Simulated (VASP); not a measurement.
# Ni (P6_3/mmc) in VASP: notebook

Ni is run at these levels: LDA; tasks: single point.

All numbers are computed with VASP 6.6.1; they aren't measurements. Logs are shortened: lines on timing, memory, paths and dates and some standing lists are left out, and cuts for length are marked.

## Step 1: The cell of the first run

Symmetry: P6_3/mmc, No. 194, hexagonal system. The conventional cell has a = 2.496 Å, b = 2.496 Å, c = 4.153 Å, α = 90.00°, β = 90.00°, γ = 120.00°. Within 3.3 Å of Ni (site symmetry -6m2) lie 12 Ni at 2.50 to 2.53 Å.

This isn't the form of Ni at room conditions, which is fcc.

## Step 2: Single point, LDA, collinear spin, ferromagnetic start (11.20 Å³/atom)

Contents of INCAR:

```
SYSTEM = Ni
ALGO = Normal ; EDIFF = 1E-6
ENCUT = 520 ; ISIF = 2
ISMEAR = -1 ; ISPIN = 2
LASPH = .TRUE. ; LCHARG = .TRUE.
LELF = .TRUE. ; LMAXMIX = 4
LORBIT = 11 ; LREAL = .FALSE.
LVHAR = .TRUE. ; LWAVE = .FALSE.
MAGMOM = 1.5 1.5 ; NBANDS = 21
NELM = 150 ; PREC = Accurate
SIGMA = 0.08
```

Contents of KPOINTS:

```
k-points
0
G
  15 15 8
  0 0 0
```

Contents of POSCAR:

```
Ni
1.0
    2.4960355362      0.0000000000      0.0000000000
   -1.2480177681      2.1616301831      0.0000000000
    0.0000000000      0.0000000000      4.1526868216
Ni
2
Direct
    0.3333333333      0.6666666667      0.2500000000
    0.6666666667      0.3333333333      0.7500000000
```

Potentials or basis: VASP PAW LDA potentials, release 64 (Ni).

Command:

```sh
$ cat potpaw_LDA.64/Ni/POTCAR > POTCAR
$ mpirun -np 1 vasp_std > vasp.out
```

OUTCAR:

```text
SYSTEM = Ni
   EDIFF = 1E-6
   ENCUT = 520
   ISIF = 2
   ISMEAR = -1
   ISPIN = 2
   LASPH = .TRUE.
   LORBIT = 11
   LREAL = .FALSE.
   NELM = 150
   PREC = Accurate

 ion  position               nearest neighbor table
   1  0.333  0.667  0.250-   2 2.53   2 2.53   2 2.53   2 2.53   2 2.53   2 2.53
   2  0.667  0.333  0.750-   1 2.53   1 2.53   1 2.53   1 2.53   1 2.53   1 2.53

  LATTYP: Found a hexagonal cell.
 ALAT       =     2.4960355362
 C/A-ratio  =     1.6637130207

  Lattice vectors:

 A1 = (   2.4960355362,   0.0000000000,   0.0000000000)
 A2 = (  -1.2480177681,   2.1616301831,   0.0000000000)
 A3 = (   0.0000000000,   0.0000000000,   4.1526868216)

Analysis of symmetry for initial positions (statically):
=====================================================================
 Subroutine PRICEL returns:
 Original cell was already a primitive cell.

 Routine SETGRP: Setting up the symmetry group for a
 hexagonal supercell.

 Subroutine GETGRP returns: Found 24 space group operations
 (whereof 12 operations were pure point group operations)
 out of a pool of 24 trial point group operations.

The static configuration has the point symmetry D_3d.
 The point group associated with its full space group is D_6h.

Analysis of symmetry for dynamics (positions and initial velocities):
=====================================================================
 Subroutine PRICEL returns:
 Original cell was already a primitive cell.

 Routine SETGRP: Setting up the symmetry group for a
 hexagonal supercell.

 Subroutine GETGRP returns: Found 24 space group operations
 (whereof 12 operations were pure point group operations)
 out of a pool of 24 trial point group operations.

The dynamic configuration has the point symmetry D_3d.
 The point group associated with its full space group is D_6h.

Analysis of structural, dynamic, and magnetic symmetry:
=====================================================================
 Subroutine PRICEL returns:
 Original cell was already a primitive cell.

 Routine SETGRP: Setting up the symmetry group for a
 hexagonal supercell.

 Subroutine GETGRP returns: Found 24 space group operations
 (whereof 12 operations were pure point group operations)
 out of a pool of 24 trial point group operations.

The overall configuration has the point symmetry D_3d.
 The point group associated with its full space group is D_6h.

 Subroutine INISYM returns: Found 24 space group operations
 (whereof 12 operations are pure point group operations),
 and found     1 'primitive' translations

----------------------------------------------------------------------------------------

                                     Primitive cell

  volume of cell :      22.4058

  direct lattice vectors                    reciprocal lattice vectors
     2.496035536  0.000000000  0.000000000     0.400635322  0.231306911  0.000000000
    -1.248017768  2.161630183  0.000000000     0.000000000  0.462613822  0.000000000
     0.000000000  0.000000000  4.152686822     0.000000000  0.000000000  0.240807950

  length of vectors
     2.496035536  2.496035536  4.152686822     0.462613822  0.462613822  0.240807950

  position of ions in fractional coordinates (direct lattice)
     0.333333333  0.666666667  0.250000000
     0.666666667  0.333333333  0.750000000

  ion indices of the primitive-cell ions
   primitive index   ion index
                 1           1
                 2           2

----------------------------------------------------------------------------------------

 KPOINTS: k-points

Automatic generation of k-mesh.
 Grid dimensions read from file:
 generate k-points for:   15   15    8

 Generating k-lattice:

  Cartesian coordinates                     Fractional coordinates (reciprocal lattice)
     0.026709021  0.015420461  0.000000000     0.066666667  0.000000000  0.000000000
     0.000000000  0.030840921  0.000000000     0.000000000  0.066666667  0.000000000
     0.000000000  0.000000000  0.030100994     0.000000000  0.000000000  0.125000000

  Length of vectors
     0.030840921  0.030840921  0.030100994

  Shift w.r.t. Gamma in fractional coordinates (k-lattice)
     0.000000000  0.000000000  0.000000000

 Subroutine IBZKPT returns following result:
 ===========================================

 Found    135 irreducible k-points:

 Following reciprocal coordinates:
            Coordinates               Weight
  0.000000  0.000000  0.000000      1.000000
  0.066667 -0.000000  0.000000      6.000000
  0.133333 -0.000000  0.000000      6.000000
  0.200000 -0.000000  0.000000      6.000000
  0.266667 -0.000000  0.000000      6.000000
  0.333333 -0.000000  0.000000      6.000000
[... 16 lines left out ...]
  0.333333  0.200000  0.000000     12.000000
  0.400000  0.200000  0.000000      6.000000
 [... further k-points ...]
   k-points           NKPTS =    135   k-points in BZ     NKDIM =    135   number of bands    NBANDS=     21
   number of dos      NEDOS =    301   number of ions     NIONS =      2
   total plane-waves  NPLWV =  12800
   dimension x,y,z NGX =    20 NGY =   20 NGZ =   32
   dimension x,y,z NGXF=    40 NGYF=   40 NGZF=   64
   ions per type =               2
   NGX,Y,Z   is equivalent  to a cutoff of  13.32, 13.32, 12.81 a.u.
   NGXF,Y,Z  is equivalent  to a cutoff of  26.64, 26.64, 25.62 a.u.
 SYSTEM =  Ni
   PREC   = accura    normal or accurate (medium, high low for compatibility)
   ISTART =      0    job   : 0-new  1-cont  2-samecut
   ICHARG =      2    charge: 1-file 2-atom 10-const
   ISPIN  =      2    spin polarized calculation?
   LNONCOLLINEAR =      F non collinear calculations
   LSORBIT =      F    spin-orbit coupling
   LASPH  =      T    aspherical Exc in radial PAW
   ENCUT  =  520.0 eV  38.22 Ry    6.18 a.u.   4.64  4.64  7.72*2*pi/ulx,y,z
   NELM   =    150;   NELMIN=  2; NELMDL= -5     # of ELM steps
   EDIFF  = 0.1E-05   stopping-criterion for ELM
   LREAL  =      F    real-space projection
   EDIFFG = 0.1E-04   stopping-criterion for IOM
   NSW    =      0    number of steps for IOM
   IBRION =     -1    ionic relax: 0-MD 1-quasi-New 2-CG
   NFREE  =      0    steps in history (QN), initial steepest desc. (CG)
   ISIF   =      2    stress and relaxation
   ISYM   =      2    0-nonsym 1-usesym 2-fastsym
   POTIM  = 0.5000    time-step for ionic-motion
   TEBEG  =    0.0;   TEEND  =   0.0 temperature during run
   PSTRESS=    0.0 pullay stress
   NELECT =      20.0000    total number of electrons
   NUPDOWN=      -1.0000    fix difference up-down
   EMIN   =  10.00;   EMAX   =-10.00  energy-range for DOS
   EFERMI =   0.00;   METHOD = LEGACY
   ISMEAR =    -1;   SIGMA  =   0.08  broadening in eV -4-tet -1-fermi 0-gaus
   EFERMI_NEDOS =   21; number of points for ismear=-14 and -15
   IALGO  =     38    algorithm
   IMIX   =      4    mixing-type and parameters
     AMIX     =   0.40;   BMIX     =  1.00
     AMIX_MAG =   1.60;   BMIX_MAG =  1.00
  volume/ion in A,a.u.               =      11.20        75.60
  Fermi-wavevector in a.u.,A,eV,Ry     =   1.576272  2.978721 33.805473  2.484632
  Thomas-Fermi vector in A             =   2.677130
   LORBIT       =     11    0 simple, 1 ext, 2 COOP (PROOUT), +10 PAW based schemes
   GGA     = CA    functional components
   LHFCALC =     F    Hartree Fock is set to
   AEXX    =    0.0000 exact exchange contribution
   IVDW    =     0    specifies the selected vdW correction
   LEPSILON=     F    determine dielectric tensor
   LRPA    =     F    only Hartree local field effects (RPA)
 spin polarized calculation
  energy-cutoff  :      520.00
  volume of cell :       22.41
 maximum number of plane-waves:       622
 NGX is ok and might be reduce to    20
   NGX =  9   NGY =  9   NGZ = 15

 number of electron      20.0000003 magnetization       1.2422896

 Free energy of the ion-electron system (eV)
  ---------------------------------------------------
  ext. energy  EPLUGINS =         0.00000000
  ---------------------------------------------------
  free energy    TOTEN  =       -12.98727846 eV

  energy without entropy =      -12.90196416  energy(sigma->0) =      -12.94462131

 E-fermi :   8.6286     XC(G=0): -13.4385

 val. band max:        8.6267684409   @ k =   0.1333   0.1333   0.2500
 cond. band min:       8.6305625984   @ k =   0.3333   0.2000   0.0000
 fundamental gap:      0.0037941575
 Fermi energy:         8.6286462460

 spin component 1

 k-point     1 :       0.0000    0.0000    0.0000
  band No.  band energies     occupation
      1      -0.1689      1.00000
      2       3.9614      1.00000
      3       6.2785      1.00000
      4       6.4287      1.00000
      5       6.4287      1.00000
      6       6.6704      1.00000
[... 13 lines left out ...]
     20      34.3873      0.00000
     21      38.1883      0.00000
[... 529 lines left out ...]
 k-point    24 :       0.4000    0.2000    0.0000
  band No.  band energies     occupation
      1       4.8467      1.00000
      2       4.9367      1.00000
      3       4.9434      1.00000
      4       5.7848      1.00000
      5       6.2380      1.00000
      6       6.3457      1.00000
[... 13 lines left out ...]
     20      37.1134      0.00000
     21      41.5795      0.00000

 [... further k-points ...]

 spin component 2

 k-point     1 :       0.0000    0.0000    0.0000
  band No.  band energies     occupation
      1      -0.1246      1.00000
      2       4.3301      1.00000
      3       6.8817      1.00000
      4       7.0259      1.00000
      5       7.0259      1.00000
      6       7.2824      1.00000
[... 13 lines left out ...]
     20      34.5229      0.00000
     21      38.3316      0.00000
[... 529 lines left out ...]
 k-point    24 :       0.4000    0.2000    0.0000
  band No.  band energies     occupation
      1       5.2240      1.00000
      2       5.4026      1.00000
      3       5.4112      1.00000
      4       6.1556      1.00000
      5       6.7883      1.00000
      6       6.8740      1.00000
[... 13 lines left out ...]
     20      37.2397      0.00000
     21      41.6001      0.00000

 [... further k-points ...]

------------------------ aborting loop because EDIFF is reached ----------------------------------------

  FORCE on cell =-STRESS in cart. coord.  units (eV):
  Direction    XX          YY          ZZ          XY          YZ          ZX
  --------------------------------------------------------------------------------------
  -------------------------------------------------------------------------------------
  Total       -2.7279697     -2.7279697     -3.1168537     -0.0000000      0.0000000      0.0000000
  in kB     -195.0692345   -195.0692345   -222.8772101     -0.0000000      0.0000000      0.0000000
  external PRESSURE =    -204.3385597 kB  Pullay stress =       0.0000000 kB

 VOLUME and BASIS-vectors are now :
 -----------------------------------------------------------------------------
  energy-cutoff  :      520.00
  volume of cell :       22.41
      direct lattice vectors                 reciprocal lattice vectors
     2.496035536  0.000000000  0.000000000     0.400635322  0.231306911  0.000000000
    -1.248017768  2.161630183  0.000000000     0.000000000  0.462613822  0.000000000
     0.000000000  0.000000000  4.152686822     0.000000000  0.000000000  0.240807950

 POSITION                                       TOTAL-FORCE (eV/Angst)
 -----------------------------------------------------------------------------------
     -0.00000      1.44109      1.03817        -0.000000      0.000000      0.000000
      1.24802      0.72054      3.11452         0.000000     -0.000000      0.000000
 -----------------------------------------------------------------------------------
    total drift:                               -0.000000      0.000000     -0.000000

  FREE ENERGIE OF THE ION-ELECTRON SYSTEM (eV)
  ---------------------------------------------------
  free  energy   TOTEN  =       -12.9872784574 eV

  energy  without entropy=      -12.9019641629  energy(sigma->0) =      -12.94462131

 total charge

# of ion       s       p       d       tot
------------------------------------------
    1        0.487   0.470   8.315   9.272
    2        0.487   0.470   8.315   9.272
--------------------------------------------------
tot          0.974   0.940  16.629  18.543

 magnetization (x)

# of ion       s       p       d       tot
------------------------------------------
    1       -0.004  -0.017   0.648   0.627
    2       -0.004  -0.017   0.648   0.627
--------------------------------------------------
tot         -0.007  -0.035   1.297   1.255
```

Run time: 75 s. Hardware: 1 thread of AMD EPYC 9R45 (Zen 5), shared host; peak memory 0.16 GiB.

Results:

```
Free energy                                           : -12.9873 eV
Pressure                                              : -20.4 GPa
Net moment                                            : 1.24 μB per cell
Site moments                                          : Ni +0.63 μB
Valence electrons inside the program's atomic spheres : Ni 9.27
```

Levels at points of the mesh, in eV from the Fermi level:
Spin up:
```csv
k point,band 9,band 10,band 11,band 12,band 13,band 14
"(0.00, 0.00, 0.00)",-1.50,-0.64,-0.64,-0.39,5.24,22.66
"(0.00, 0.00, 0.50)",-0.91,-0.91,-0.91,-0.91,13.66,13.66
```
Spin down:
| k point | band 7 | band 8 | band 9 | band 10 | band 11 | band 12 |
| --- | --- | --- | --- | --- | --- | --- |
| (0.00, 0.00, 0.00) | -1.35 | -0.89 | -0.89 | -0.36 | 0.01 | 0.01 |
| (0.00, 0.00, 0.50) | -1.63 | -1.63 | -0.27 | -0.27 | -0.27 | -0.27 |

Caveat: the cell stands under tension.

## Step 3: Single point, LDA, collinear spin, ferromagnetic start (x and y stretched by -4 %, z held)

Contents of INCAR:

```
  PREC = Accurate
  ENCUT = 520
  EDIFF = 1E-6
  ISMEAR = -1
  SIGMA = 0.08
  LREAL = False
  LASPH = True
  NELM = 150
  ALGO = Normal
  ISIF = 2
  LWAVE = False
  LCHARG = False
  ISPIN = 2
  MAGMOM = 1.5 1.5
  LORBIT = 11
  LMAXMIX = 4
  GGA = CA
  NBANDS = 21
```

Contents of KPOINTS:

```
Automatic mesh
0
Gamma
  15 15 8
```

Contents of POSCAR:

```
Ni
1.0
    2.3501019819      0.0000000000      0.0000000000
   -1.1750509910      2.0352480178      0.0000000000
    0.0000000000      0.0000000000      4.0728075700
Ni
2
Direct
    0.3333333333      0.6666666667      0.2500000000
    0.6666666667      0.3333333333      0.7500000000
```

Potentials or basis: VASP PAW LDA potentials, release 64 (Ni).

Command:

```sh
$ cat potpaw_LDA.64/Ni/POTCAR > POTCAR
$ mpirun -np 1 vasp_std > vasp.out
```

It took 46 s on 1 thread of Intel Xeon Platinum 8559C (Emerald Rapids), shared host; peak memory 0.18 GiB.

It converged, with:

| Property | Result |
| --- | --- |
| Free energy | -13.0919 eV |
| Pressure | 9.7 GPa |
| Net moment | 1.14 μB per cell |
| Site moments | Ni +0.56 μB |
| Valence electrons inside the program's atomic spheres | Ni 9.54 |

Stress tensor (GPa, compression positive):
```
15.84  0.00  0.00
 0.00 15.84  0.00
 0.00  0.00 -2.52
```

Levels at points of the mesh, in eV from the Fermi level:
Spin up:
```
           k point  band 9  band 10  band 11  band 12  band 13  band 14
(0.00, 0.00, 0.00)   -1.48    -1.08    -0.56    -0.56     5.69    24.46
(0.00, 0.00, 0.50)   -0.89    -0.89    -0.89    -0.89    14.04    14.04
```
Spin down:
| k point | band 8 | band 9 | band 10 | band 11 | band 12 | band 13 |
| --- | --- | --- | --- | --- | --- | --- |
| (0.00, 0.00, 0.00) | -1.05 | -0.93 | -0.93 | 0.02 | 0.02 | 6.08 |
| (0.00, 0.00, 0.50) | -1.99 | -0.31 | -0.31 | -0.31 | -0.31 | 14.23 |

Caveat: the cell differs from its parent crystal (x and y stretched by -4 %, z held); the stress differs along the axes, from -3 to 16 GPa.

## Step 4: Single point, LDA, collinear spin, ferromagnetic start

This run uses another cell than the first one, of 10.57 Å³/atom.

Contents of INCAR:

```
SYSTEM = Ni
PREC = Accurate ; ENCUT = 520
EDIFF = 1E-6 ; ISMEAR = -1
SIGMA = 0.08 ; LREAL = .FALSE.
LASPH = .TRUE. ; NELM = 150
ALGO = Normal ; ISIF = 2
LWAVE = .FALSE. ; LCHARG = .FALSE.
ISPIN = 2 ; MAGMOM = 1.5 1.5
LORBIT = 11 ; LMAXMIX = 4
GGA = CA ; NBANDS = 21
```

Contents of KPOINTS:

```
Automatic mesh
0
G
  15 15 8
  0 0 0
```

Contents of POSCAR:

```
Ni
1.0
    2.4480228978      0.0000000000      0.0000000000
   -1.2240114489      2.1200500186      0.0000000000
    0.0000000000      0.0000000000      4.0728075700
Ni
2
Direct
    0.3333333333      0.6666666667      0.2500000000
    0.6666666667      0.3333333333      0.7500000000
```

Command:

```sh
$ cat potpaw_LDA.64/Ni/POTCAR > POTCAR
$ mpirun -np 1 vasp_std > vasp.out
```

Run time: 45 s. Hardware: 1 thread of Intel Xeon Platinum 8559C (Emerald Rapids), shared host; peak memory 0.19 GiB.

It converged, with:

| Quantity | Value |
| --- | --- |
| Free energy | -13.1127 eV |
| Pressure | -10.7 GPa |
| Net moment | 1.21 μB per cell |
| Site moments | Ni +0.61 μB |
| Valence electrons inside the program's atomic spheres | Ni 9.37 |

Stress tensor (GPa, compression positive):
```
 -9.53   0.00   0.00
  0.00  -9.53   0.00
  0.00   0.00 -13.02
```

Levels at points of the mesh, in eV from the Fermi level:
Spin up:
```
           k point  band 8  band 9  band 10  band 11  band 12  band 13  band 14  band 15
(0.00, 0.00, 0.00)   -1.57   -1.57    -0.63    -0.63    -0.51     5.65    23.16    25.22
(0.00, 0.00, 0.50)   -2.37   -0.93    -0.93    -0.93    -0.93    14.25    14.25    23.85
```
Spin down:
```csv
k point,band 6,band 7,band 8,band 9,band 10,band 11,band 12,band 13
"(0.00, 0.00, 0.00)",-1.47,-1.47,-0.98,-0.98,-0.48,0.00,0.00,6.03
"(0.00, 0.00, 0.50)",-1.79,-1.79,-1.79,-0.30,-0.30,-0.30,-0.30,14.43
```

Caveat: the cell stands under tension.

## Step 5: Summary

| cell | gap on the mesh (eV) | pressure (GPa) | moment (μB) |
| --- | --- | --- | --- |
| a = 2.496, b = 2.496, c = 4.153 Å, angles 90.0, 90.0, 120.0°, 2 atoms | none | -20.4 | 1.24 |
| a = 2.350, b = 2.350, c = 4.073 Å, angles 90.0, 90.0, 120.0°, 2 atoms | none | 9.7 | 1.14 |
| a = 2.448, b = 2.448, c = 4.073 Å, angles 90.0, 90.0, 120.0°, 2 atoms | none | -10.7 | 1.21 |

Alike in all rows: task single point; level LDA; potentials or basis VASP PAW LDA potentials, release 64 (Ni); spin collinear, ferromagnetic start; k mesh 15 × 15 × 8; cutoff (eV) 520; smearing fermi-dirac 0.08 eV.

Caveats: the cell stands under tension (at least some runs); the stress differs along the axes, from -3 to 16 GPa (at least some runs).

Absolute energies hang on the potentials; compare differences alone.
